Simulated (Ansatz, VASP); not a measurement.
# ZnSb4Mo2: VASP beside Ansatz

```
CELL_PARAMETERS angstrom
0.00000 3.58237 0.00000
4.03897 -1.79119 5.64316
3.11648 0.00000 -5.64316
ATOMIC_POSITIONS crystal
Zn 0.00000 0.00000 0.00000
Sb 0.36220 0.72440 0.02280
Sb 0.63780 0.27560 0.97720
Sb 0.10450 0.20900 0.44110
Sb 0.89550 0.79100 0.55890
Mo 0.25690 0.51380 0.30950
Mo 0.74310 0.48620 0.69050
```

Alike in both runs: task single point; functional PBE; k mesh 5 × 5 × 3; no spin polarisation.

|  | VASP | Ansatz |
| --- | --- | --- |
| version | VASP 6.6.1 | Ansatz 0.2.0 |
| potentials or method | VASP PAW PBE potentials, release 64 (Zn, Sb, Mo_sv), cutoff 520 eV | PAW plane waves |
| occupations | methfessel-paxton of order 1, width 0.021 eV | cold, width 0.021 eV |
| valence electrons in the cell | 60 | 100 |

|  | VASP | Ansatz | Ansatz less VASP |
| --- | --- | --- | --- |
| gap on the k mesh at the Fermi level (eV) | none | none | - |
| pressure (GPa) | 12.1 | 12.1 | +0.04 |
| traceless stress, the component that is largest in VASP (GPa) | -3.27 | -3.26 | +0.007 |
| rms of the force components (eV/Å) | 0.970 | 0.969 | -0.0009 |

Atom by atom the forces differ by 0.012 eV/Å (rms over components). A gap of «none» marks a metal or a gap that the smearing closes. VASP's potentials hold 60 valence electrons a cell and Ansatz's 100, so a difference there can come from the potentials and not from the codes.

The k mesh is coarse, so the values compare programs but aren't converged. Spin-orbit coupling is off throughout.
